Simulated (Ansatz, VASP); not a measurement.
# Two plane-wave programs on ZnS

```
Zn S
1.0
    -3.80874    0.00000    0.00000
    -1.90437   -3.29846    0.00000
     0.00000    0.00000   12.16647
Zn S
4 4
Direct
  0.00000 0.00000 0.67245
  0.00000 0.00000 0.16012
  0.33333 0.33333 0.92857
  0.66667 0.66667 0.41624
  0.00000 0.00000 0.86418
  0.00000 0.00000 0.35185
  0.33333 0.33333 0.09604
  0.66667 0.66667 0.60837
```

Alike in both runs: task single point; functional r2SCAN; k mesh 7 × 7 × 2; occupations gaussian, width 0.05 eV; no spin polarisation.

|  | VASP | Ansatz |
| --- | --- | --- |
| version | VASP 6.6.1 | Ansatz 0.2.0 |
| potentials or method | VASP PAW PBE potentials, release 64 (Zn, S), cutoff 520 eV | scalar-relativistic, plane waves, PAW |
| valence electrons in the cell | 72 | 72 |

```tsv
	VASP	Ansatz	Ansatz less VASP
gap on the k mesh at the Fermi level (eV)	2.77	2.77	-0.008
least direct gap on the mesh (eV)	2.77	2.77	-0.008
pressure (GPa)	3.2	3.2	-0.03
traceless stress, the component that is largest in VASP (GPa)	5.44	5.36	-0.085
rms of the force components (eV/Å)	1.027	1.015	-0.0130
```

VASP's potentials were made for PBE, not for r2SCAN. Atom by atom the forces differ by 0.014 eV/Å (rms over components).
